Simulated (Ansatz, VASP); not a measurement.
Two plane-wave programs on Pd

```
Pd
1.0
     0.00000    1.97119    1.97119
     1.97119    0.00000    1.97119
     1.97119    1.97119    0.00000
Pd
1
Direct
  0.00000 0.00000 0.00000
```

Alike in both runs: functional PBE; k mesh 18 × 18 × 18; occupations gaussian, width 0.1 eV; no spin polarisation.

Ansatz relaxed the structure, and its values are those at the end. VASP's run is a single point on that final structure, the one shown.

|  | VASP | Ansatz |
| --- | --- | --- |
| version | VASP 6.6.1 | Ansatz 0.2.0 |
| potentials or method | VASP PAW PBE potentials, release 64 (Pd), cutoff 520 eV | scalar-relativistic, plane waves, PAW |
| valence electrons in the cell | 10 | 18 |

```csv
,VASP,Ansatz,Ansatz less VASP
gap on the k mesh at the Fermi level (eV),none,none,-
pressure (GPa),-0.2,0.0,+0.19
```

A gap of «none» marks a metal or a gap that the smearing closes. VASP's potentials hold 10 valence electrons a cell and Ansatz's 18, so a difference there can come from the potentials and not from the codes.
